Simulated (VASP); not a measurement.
Rb4BaSe3, 16 atoms in the cell. The structure is tetragonal, space group I4/mcm (No. 140). The conventional cell has a = 9.250 Å, b = 9.250 Å, c = 13.050 Å, α = 90.00°, β = 90.00°, γ = 90.00°. Rb (site symmetry m) has 6 Se at 3.28 to 4.44 Å and 5 Rb at 3.57 to 4.18 Å and 2 Ba at 4.11 Å within 4.5 Å. Within 4.3 Å of Ba (site symmetry 4/m) lie 6 Se at 3.26 to 3.48 Å and 8 Rb at 4.11 Å. Se (site symmetry m2m) has 8 Rb at 3.28 to 4.44 Å and 2 Ba at 3.48 Å and 1 Se at 4.19 Å within 4.5 Å. Se (site symmetry 422) has 2 Ba at 3.26 Å and 8 Rb at 3.73 Å within 4.3 Å. 

| Property | Result |
| --- | --- |
| Program | VASP 6.6.1 |
| Task | relaxation of cell and atoms |
| Functional | PBE |
| Potentials or basis | VASP PAW PBE potentials, release 64 (Rb_sv, Ba_sv, Se) |
| Cutoff | 600 eV |
| k mesh | 2 × 2 × 2 |
| Occupations | gaussian, width 0.15 eV |
| Spin | no spin polarisation |
| Dipole correction | no |
| Further INCAR settings | LREAL = Auto; ALGO = Normal; EDIFF = 1e-07; IBRION = 2; EDIFFG = -0.08; NSW = 36; ISIF = 3 |

Potentials or basis: VASP PAW PBE potentials, release 64 (Rb_sv, Ba_sv, Se).

The run is started by

```sh
$ cat potpaw_PBE.64/Rb_sv/POTCAR potpaw_PBE.64/Ba_sv/POTCAR potpaw_PBE.64/Se/POTCAR > POTCAR
$ mpirun -np 1 vasp_std > vasp.out
```

Hardware: 1 thread of AMD EPYC 9R14 (Zen 4) (shared host).

**Question.** How long does it take, and how much memory?

**Answer.** Wall time 43 min on 1 thread of AMD EPYC 9R14 (Zen 4) (shared host), peak memory 1.1 GiB. Counts: scf iterations 79, k points 4, ion steps 7.
